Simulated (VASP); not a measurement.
# MoS2: electric field gradients with LDA

MoS2:

```xyz
6
Lattice="3.1610 0.0474 0.0474 -1.5394 2.7138 0.0174 0.1844 0.1844 12.2950" Properties=species:S:1:pos:R:3 pbc="T T T"
Mo    0.0735    1.8711    3.1011
Mo    1.7325    1.0745    9.2586
S     0.1431    1.9407    7.7425
S     1.6177    0.9597    1.6050
S     0.1883    1.9859   10.7548
S     1.6629    1.0049    4.6173
```

This cell differs from its parent crystal: equal xy, yz and zx shear strains of +3 %.

```yaml
Program: VASP 6.6.1
Task: electric field gradients
Functional: LDA
Potentials_or_basis: VASP PAW LDA potentials, release 64 (Mo_sv, S)
Cutoff: 520 eV
k_mesh: 10 × 10 × 3
Occupations: fermi-dirac, width 0.03 eV
Spin: no spin polarisation
Dipole_correction: no
Further_INCAR_settings: ALGO = Normal; EDIFF = 1e-08; NBANDS = 35
```

- Pressure: 1.6 GPa
- Largest force: 1.109 eV/Å
- Band gap on the k mesh: 0.79 eV (least direct gap 1.77 eV)
- Largest electric field gradient by atom: Mo -104.8; S -63.4, -64.3 (each value once) V/Å²

Forces on the atoms (eV/Å):
```
Mo  -0.185  0.013  0.069
Mo   0.185 -0.013 -0.069
S    0.367  0.464 -0.780
S    0.550  0.451 -0.851
S   -0.550 -0.451  0.851
S   -0.367 -0.464  0.780
```

Stress tensor (GPa, compression positive):
```
-0.66 -2.54 -4.41
-2.54 -0.58 -4.40
-4.41 -4.40  6.16
```

Levels at points of the mesh, in eV from the valence-band top:
```
           k point  band 23  band 24  band 25  band 26  band 27  band 28  band 29  band 30
(0.00, 0.00, 0.00)    -2.53    -1.29    -1.18     0.00     1.77     1.80     2.03     2.08
(0.50, 0.00, 0.00)    -1.87    -1.72    -1.66    -1.48     1.35     1.40     1.84     2.02
(0.00, 0.50, 0.00)    -2.02    -1.87    -1.59    -1.43     1.32     1.35     1.90     2.10
(0.50, 0.50, 0.00)    -2.17    -2.02    -1.53    -1.39     1.36     1.40     1.88     2.12
```

Electric field gradients, principal values (V/Å²):
```
atom   least  middle  greatest (by size)
1 Mo  31.935  72.876            -104.812
2 Mo  31.935  72.876            -104.812
 3 S  27.556  35.838             -63.394
 4 S  26.394  37.956             -64.350
 5 S  26.394  37.956             -64.350
 6 S  27.556  35.838             -63.394
```

Run time: 4.3 min on 1 thread of Intel(R) Xeon(R) 6975P-C (Granite Rapids), with other jobs on the host, peak memory 0.5 GiB.

Caveat: the cell differs from its parent crystal (equal xy, yz and zx shear strains of +3 %); without QUAD_EFG the Cq values of the log hold for a quadrupole moment of 1 mb, not for the nuclei; an odd mesh through Γ misses points on the zone boundary, where band edges can lie; forces of over 1 eV/Å act on the atoms, so gaps and moduli don't describe the material at rest.
